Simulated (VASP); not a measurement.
A run of VASP 6.6.1 is set up as follows.

The input INCAR:

```
PREC     = Accurate       # precision mode
ENCUT    = 520            # plane-wave cutoff, eV
EDIFF    = 1E-8           # SCF threshold, eV
ISMEAR   = -1             # smearing method
SIGMA    = 0.05           # smearing width, eV
LREAL    = False          # projectors in reciprocal space
LASPH    = True           # aspherical terms in the spheres
NELM     = 80             # most SCF steps
ALGO     = Normal         # electronic algorithm
ISIF     = 2              # what is computed and relaxed
LWAVE    = False          # write WAVECAR
LCHARG   = False          # write CHGCAR
GGA      = PE             # functional
LEFG     = True         
ISYM     = 0            
NBANDS   = 20             # bands
```

Contents of KPOINTS:

```
Automatic mesh
0
Gamma
  11 11 6
  0.5 0.5 0.5
```

The input POSCAR:

```
Tl
1.0
    3.3860481321      0.0000000000      0.0000000000
   -1.6930240661      2.9324037009      0.0000000000
    0.0000000000      0.0000000000      5.4131726928
Tl
2
Direct
    0.3333333333      0.6666666667      0.2500000000
    0.6666666667      0.3333333333      0.7500000000
```

Potentials or basis: VASP PAW PBE potentials, release 64 (Tl_d).

Command:

```bash
$ cat potpaw_PBE.64/Tl_d/POTCAR > POTCAR
$ mpirun -np 1 vasp_std > vasp.out
```

(1) What does it give for the pressure?

(2) Estimate the band gap on the k mesh.

## Answers

(1) 6.2 GPa.

(2) zero (bands 13 and 14 overlap by 4.54 eV).

Caveat: the cell stands under pressure; without QUAD_EFG the Cq values of the log hold for a quadrupole moment of 1 mb, not for the nuclei; spin-orbit coupling is left out, which moves the levels of the heavy elements.
